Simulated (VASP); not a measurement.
# Ti (Im-3m) in VASP: single point with PBE

Aim: the single point of Ti with PBE.

All numbers are computed with VASP 6.6.1; they aren't measurements. Logs are shortened: lines on timing, memory, paths and dates and some standing lists are left out, and cuts for length are marked.

## (1) The cell of the first run

The structure is cubic, space group Im-3m (No. 229). Conventional cell: a = 3.258 Å, b = 3.258 Å, c = 3.258 Å, α = 90.00°, β = 90.00°, γ = 90.00°. Ti (site symmetry m-3m) has 14 Ti at 2.82 to 3.26 Å within 3.7 Å.

This isn't the form of Ti at room conditions, which is hcp.

## (2) Single point, PBE, non-collinear spin, zero start, spin-orbit coupling (17.29 Å³/atom)

INCAR

```
ALGO     = Normal         # electronic algorithm
EDIFF    = 1E-7           # SCF threshold, eV
ENCUT    = 520            # plane-wave cutoff, eV
GGA      = PE             # functional
GGA_COMPAT= F            
ISIF     = 2              # what is computed and relaxed
ISMEAR   = 0              # smearing method
LASPH    = T              # aspherical terms in the spheres
LCHARG   = F              # write CHGCAR
LMAXMIX  = 4              # l up to which the mixer works
LNONCOLLINEAR= T              # non-collinear magnetism
LORBIT   = 11             # projections on sites
LORBMOM  = T            
LREAL    = F              # projectors in reciprocal space
LSORBIT  = T              # spin-orbit coupling
LWAVE    = F              # write WAVECAR
MAGMOM   = 0 0 0          # initial moments
NBANDS   = 23             # bands
NELM     = 150            # most SCF steps
PREC     = Accurate       # precision mode
SIGMA    = 0.05           # smearing width, eV
```

KPOINTS

```
k-points
0
Gamma
  18 18 18
```

POSCAR

```
Ti
1.0
   -1.6290817675      1.6290817675      1.6290817675
    1.6290817675     -1.6290817675      1.6290817675
    1.6290817675      1.6290817675     -1.6290817675
Ti
1
Direct
    0.0000000000      0.0000000000      0.0000000000
```

Potentials or basis: VASP PAW PBE potentials, release 64 (Ti_sv).

Launch:

```
cat potpaw_PBE.64/Ti_sv/POTCAR > POTCAR
mpirun -np 1 vasp_ncl > vasp.out
```

OUTCAR:

```text
EDIFF = 1E-7
   ENCUT = 520
   GGA = PE
   ISIF = 2
   ISMEAR = 0
   LASPH = T
   LNONCOLLINEAR = T
   LORBIT = 11
   LREAL = F
   LSORBIT = T
   NELM = 150
   PREC = Accurate

 ion  position               nearest neighbor table
   1  0.000  0.000  0.000-

  LATTYP: Found a body centered cubic cell.
 ALAT       =     3.2581635350

  Lattice vectors:

 A1 = (  -1.6290817675,   1.6290817675,   1.6290817675)
 A2 = (   1.6290817675,  -1.6290817675,   1.6290817675)
 A3 = (   1.6290817675,   1.6290817675,  -1.6290817675)

Analysis of symmetry for initial positions (statically):
=====================================================================
 Subroutine PRICEL returns:
 Original cell was already a primitive cell.

 Routine SETGRP: Setting up the symmetry group for a
 body centered cubic supercell.

 Subroutine GETGRP returns: Found 48 space group operations
 (whereof 48 operations were pure point group operations)
 out of a pool of 48 trial point group operations.

The static configuration has the point symmetry O_h .

Analysis of symmetry for dynamics (positions and initial velocities):
=====================================================================
 Subroutine PRICEL returns:
 Original cell was already a primitive cell.

 Routine SETGRP: Setting up the symmetry group for a
 body centered cubic supercell.

 Subroutine GETGRP returns: Found 48 space group operations
 (whereof 48 operations were pure point group operations)
 out of a pool of 48 trial point group operations.

The dynamic configuration has the point symmetry O_h .

Analysis of structural, dynamic, and magnetic symmetry:
=====================================================================
 Subroutine PRICEL returns:
 Original cell was already a primitive cell.

 Routine SETGRP: Setting up the symmetry group for a
 body centered cubic supercell.

 Subroutine GETGRP returns: Found 48 space group operations
 (whereof 48 operations were pure point group operations)
 out of a pool of 48 trial point group operations.

The overall configuration has the point symmetry O_h .

 Subroutine INISYM returns: Found 48 space group operations
 (whereof 48 operations are pure point group operations),
 and found     1 'primitive' translations

----------------------------------------------------------------------------------------

                                     Primitive cell
[... 140 lines left out ...]

 E-fermi :   8.1312     XC(G=0): -11.5148

 val. band max:        8.1243595951   @ k =  -0.3889  -0.4444   0.1111
 cond. band min:       8.1385165070   @ k =   0.2778   0.0556   0.0000
 fundamental gap:      0.0141569119
 Fermi energy:         8.1311753603

 k-point     1 :       0.0000    0.0000    0.0000
  band No.  band energies     occupation
      1     -48.3989      1.00000
      2     -48.3989      1.00000
      3     -24.6934      1.00000
      4     -24.6934      1.00000
      5     -24.0297      1.00000
      6     -24.0297      1.00000
[... 613 lines left out ...]
     22      17.2963      0.00000
     23      21.2580      0.00000

 [... further k-points ...]
[... 5 lines left out ...]
  --------------------------------------------------------------------------------------
  -------------------------------------------------------------------------------------
  Total       -0.0528114     -0.0528114     -0.0528114     -0.0000000     -0.0000000      0.0000000
  in kB       -4.8927098     -4.8927098     -4.8927098     -0.0000000     -0.0000000      0.0000000
  external PRESSURE =      -4.8927098 kB  Pullay stress =       0.0000000 kB

 VOLUME and BASIS-vectors are now :
 -----------------------------------------------------------------------------
  energy-cutoff  :      520.00
  volume of cell :       17.29
      direct lattice vectors                 reciprocal lattice vectors
    -1.629081767  1.629081767  1.629081767     0.000000000  0.306921365  0.306921365
     1.629081767 -1.629081767  1.629081767     0.306921365  0.000000000  0.306921365
     1.629081767  1.629081767 -1.629081767     0.306921365  0.306921365  0.000000000

 POSITION                                       TOTAL-FORCE (eV/Angst)
 -----------------------------------------------------------------------------------
      0.00000      0.00000      0.00000        -0.000000     -0.000000     -0.000000
 -----------------------------------------------------------------------------------
    total drift:                                0.000000      0.000000      0.000000

  FREE ENERGIE OF THE ION-ELECTRON SYSTEM (eV)
  ---------------------------------------------------
  free  energy   TOTEN  =        -7.7318897231 eV

  energy  without entropy=       -7.7291012199  energy(sigma->0) =       -7.73049547

 orbital moment (x)

 # of ion     p       d       tot
 ----------------------------------------
  1         0.000  -0.000  -0.000
 ----------------------------------------
            0.000  -0.000  -0.000

 orbital moment (y)

 # of ion     p       d       tot
 ----------------------------------------
  1        -0.000   0.000   0.000
 ----------------------------------------
           -0.000   0.000   0.000

 orbital moment (z)

 # of ion     p       d       tot
 ----------------------------------------
  1         0.000  -0.000  -0.000
 ----------------------------------------
            0.000  -0.000  -0.000

 Spin-Orbit-Coupling matrix elements

 Ion:    1  E_soc:     -0.0111085
 l=   1
     0.0000000    -0.0017543    -0.0017543
    -0.0017543     0.0000000    -0.0017543
    -0.0017543    -0.0017543     0.0000000
 l=   2
     0.0000000    -0.0000172     0.0000000    -0.0000172    -0.0000799
    -0.0000172     0.0000000    -0.0000599    -0.0000172    -0.0000200
     0.0000000    -0.0000599     0.0000000    -0.0000599     0.0000000
    -0.0000172    -0.0000172    -0.0000599     0.0000000    -0.0000200
    -0.0000799    -0.0000200     0.0000000    -0.0000200     0.0000000
 l=   3
     0.0000000     0.0000000     0.0000000     0.0000000     0.0000000     0.0000000     0.0000000
     0.0000000     0.0000000     0.0000000     0.0000000     0.0000000     0.0000000     0.0000000
     0.0000000     0.0000000     0.0000000     0.0000000     0.0000000     0.0000000     0.0000000
     0.0000000     0.0000000     0.0000000     0.0000000     0.0000000     0.0000000     0.0000000
     0.0000000     0.0000000     0.0000000     0.0000000     0.0000000     0.0000000     0.0000000
     0.0000000     0.0000000     0.0000000     0.0000000     0.0000000     0.0000000     0.0000000
     0.0000000     0.0000000     0.0000000     0.0000000     0.0000000     0.0000000     0.0000000

 total charge

# of ion       s       p       d       tot
------------------------------------------
    1        2.244   6.113   1.912  10.268

 magnetization (x)

# of ion       s       p       d       tot
------------------------------------------
    1       -0.000  -0.000   0.000  -0.000

 magnetization (y)

# of ion       s       p       d       tot
------------------------------------------
    1        0.000   0.000  -0.000   0.000

 magnetization (z)

# of ion       s       p       d       tot
------------------------------------------
    1       -0.000   0.000   0.000   0.000
```

stdout:

```text
POSCAR found type information on POSCAR Ti
 POSCAR found :  1 types and       1 ions
 scaLAPACK will be used
 LDA part: xc-table for (Slater+PW92), standard interpolation
 POSCAR, INCAR and KPOINTS ok, starting setup
 FFT: planning ... GRIDC
 FFT: planning ... GRID_SOFT
 FFT: planning ... GRID
 WAVECAR not read
 entering main loop
```

Wall time 5.4 min (1 thread of Intel Xeon 8259CL, shared host); peak memory 0.27 GiB.

What came out:

| Quantity | Value |
| --- | --- |
| Free energy | -7.7319 eV |
| Pressure | -0.5 GPa |
| Net moment | 0.00 μB per cell |
| Valence electrons inside the program's atomic spheres | Ti 10.27 |

Moments on the atoms (μB; x, y, z):
```
Ti  0.00 0.00 0.00
```
